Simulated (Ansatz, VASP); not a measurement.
# Ta in VASP and in Ansatz

```
Ta
1.0
    -1.63477    1.65128    1.65128
     1.65128   -1.63477    1.65128
     1.65128    1.65128   -1.63477
Ta
1
Direct
  0.00000 0.00000 0.00000
```

Change from the starting cell: equal xy, yz and zx shear strains of +1 %.

Alike in both runs: task single point; functional PBEsol; k mesh 17 × 17 × 17; occupations fermi-dirac, width 0.08 eV; no spin polarisation.

|  | VASP | Ansatz |
| --- | --- | --- |
| version | VASP 6.6.1 | Ansatz 0.2.0 |
| potentials or method | VASP PAW PBE potentials, release 64 (Ta_pv), cutoff 520 eV | all-electron LAPW, scalar-relativistic |

|  | VASP | Ansatz | Ansatz less VASP |
| --- | --- | --- | --- |
| pressure (GPa) | -3.6 | -3.8 | -0.23 |
| traceless stress, the component that is largest in VASP (GPa) | -0.76 | -0.76 | +0.009 |

VASP's potentials were made for PBE, not for PBEsol. Ansatz ran all-electron here, and VASP with PAW potentials.

Neither program's run includes spin-orbit coupling.
